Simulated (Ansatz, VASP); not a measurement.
Two plane-wave programs on MgS

The input POSCAR:

```
MgS
1.0
    0.0000000000      2.8308768412      2.7742593044
    2.8308768412      0.0000000000      2.7742593044
    2.8308768412      2.8308768412      0.0000000000
Mg S
1 1
Direct
    0.0000000000      0.0000000000      0.0000000000
    0.2500000000      0.2500000000      0.2500000000
```

File INCAR.step1:

```
SYSTEM = MgS
  PREC = Accurate
  ENCUT = 520
  EDIFF = 1E-5
  ISMEAR = 0
  SIGMA = 0.01
  LREAL = .FALSE.
  LASPH = .TRUE.
  NELM = 100
  ALGO = Normal
  ISIF = 2
  LWAVE = .TRUE.
  LCHARG = .FALSE.
  NBANDS = 11
  GGA = PE
```

The input INCAR.step2:

```
SYSTEM = MgS
  PREC = Accurate
  ENCUT = 520
  EDIFF = 1E-7
  ISMEAR = 0
  SIGMA = 0.01
  LREAL = .FALSE.
  LASPH = .TRUE.
  NELM = 100
  ALGO = Normal
  ISIF = 2
  LWAVE = .FALSE.
  LCHARG = .FALSE.
  GGA = PE
  LHFCALC = .TRUE.
  HFSCREEN = 0.2079
  PRECFOCK = Normal
  NBANDS = 11
  ISTART = 1
```

Contents of KPOINTS:

```
Automatic mesh
0
G
  6 6 6
  0 0 0
```

Input for Ansatz:

```yaml
crystal:
  lattice:
    - [0.0, 2.8308768412, 2.7742593044]
    - [2.8308768412, 0.0, 2.7742593044]
    - [2.8308768412, 2.8308768412, 0.0]
  atoms:
    - { symbol: Mg, position: [0.0, 0.0, 0.0] }
    - { symbol: S, position: [0.25, 0.25, 0.25] }
kpoints:
  mp_grid: { grid: [6, 6, 6] }
  band_path:
    path:
      - [0.0, 0.0, 0.0]
      - [-0.5, -0.5, 0.0]
      - [-0.375, -0.375, 0.25]
      - [-0.375, 0.0, 0.375]
      - [0.0, 0.0, 0.5]
      - [-0.5, -0.25, 0.25]
    npoints: 1
hamiltonian:
  xc: hse06
scf:
  occupations: { method: fixed }
  n_extra_bands: 4
output:
  forces: true
  stress: true
  eigenvalues: true
  write_density: true
  write_potential: true
  elf: true
  volumetric_format: npy
```

Change from the starting cell: uniaxial_z strain -2.0%.

Alike in both runs: task single point; functional HSE06; k mesh 6 × 6 × 6; no spin polarisation.

|  | VASP | Ansatz |
| --- | --- | --- |
| version | VASP 6.6.1 | Ansatz 0.2.0 |
| potentials or method | VASP PAW PBE potentials, release 64 (Mg, S) | plane waves, PAW |
| plane-wave cutoff (eV) | 520 | 420 |
| occupations | gaussian, width 0.01 eV | fixed |
| valence electrons in the cell | 8 | 16 |

VASP gave:

* gap on the k mesh at the Fermi level (eV): 4.58
* pressure (GPa): 1.1
* traceless stress, the component that is largest in VASP (GPa): 0.27

Problem. What did Ansatz give for the same quantities?

Solution. gap on the k mesh at the Fermi level (eV): 4.60; pressure (GPa): 1.3; traceless stress, the component that is largest in VASP (GPa): 0.27.

VASP's potentials hold 8 valence electrons a cell and Ansatz's 16, so a difference there can come from the potentials and not from the codes. Ansatz's warnings: stress exchange threshold loose, stress scf threshold loose.
